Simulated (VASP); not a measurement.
## MgTl2GaC6N6: single point with PBE

Crystal: MgTl2GaC6N6.

```
CELL_PARAMETERS angstrom
0.00000 5.49470 5.49470
5.49470 0.00000 5.49470
5.49470 5.49470 0.00000
ATOMIC_POSITIONS crystal
Mg 0.00000 0.00000 0.00000
Tl 0.25000 0.25000 0.25000
Tl 0.75000 0.75000 0.75000
Ga 0.50000 0.50000 0.50000
C 0.79184 0.20816 0.20816
C 0.20816 0.79184 0.20816
C 0.20816 0.20816 0.79184
C 0.20816 0.79184 0.79184
C 0.79184 0.20816 0.79184
C 0.79184 0.79184 0.20816
N 0.68529 0.31471 0.31471
N 0.31471 0.68529 0.31471
N 0.31471 0.31471 0.68529
N 0.31471 0.68529 0.68529
N 0.68529 0.31471 0.68529
N 0.68529 0.68529 0.31471
```

* Program: VASP 6.6.1
* Task: single point
* Functional: PBE
* Potentials or basis: VASP PAW PBE potentials, release 64 (Mg, Tl_d, Ga_d, C, N)
* Cutoff: 520 eV
* k mesh: 4 × 4 × 4
* Occupations: gaussian, width 0.1 eV
* Spin: no spin polarisation
* Dipole correction: no
* Further INCAR settings: LREAL = Auto; ALGO = Normal; EDIFF = 1e-06; NBANDS = 62

```json
{
  "Pressure": "0.5 GPa",
  "Largest force": "0.393 eV/Å"
}
```

Forces in eV/Å, atoms in the order of the input:
```
Mg   0.000  0.000  0.000
Tl   0.000  0.000  0.000
Tl   0.000  0.000  0.000
Ga   0.000  0.000  0.000
C   -0.393  0.000  0.000
C    0.000 -0.393  0.000
C    0.000  0.000 -0.393
C    0.393  0.000  0.000
C    0.000  0.393  0.000
C    0.000  0.000  0.393
N    0.375  0.000  0.000
N    0.000  0.375  0.000
N    0.000  0.000  0.375
N   -0.375  0.000  0.000
N    0.000 -0.375  0.000
N    0.000  0.000 -0.375
```

Levels at points of the mesh, in eV from the Fermi level:
| k point | band 43 | band 44 | band 45 | band 46 | band 47 | band 48 | band 49 | band 50 | band 51 | band 52 |
| --- | --- | --- | --- | --- | --- | --- | --- | --- | --- | --- |
| (0.00, 0.00, 0.00) | -5.62 | -5.62 | -5.62 | -4.60 | -4.60 | -0.05 | -0.05 | -0.05 | 0.96 | 0.96 |
| (0.50, 0.00, 0.00) | -5.75 | -5.18 | -5.18 | -4.91 | -4.91 | 0.15 | 0.25 | 0.32 | 0.32 | 0.58 |
| (0.50, 0.50, 0.00) | -5.50 | -5.50 | -5.27 | -5.18 | -4.59 | -0.16 | 0.21 | 0.21 | 0.53 | 0.66 |

Run time: 7.6 min on 1 thread of Intel(R) Xeon(R) Platinum 8488C (Sapphire Rapids), with other jobs on the host, peak memory 0.55 GiB.

Caveat: spin-orbit coupling is left out, which moves the levels of the heavy elements.
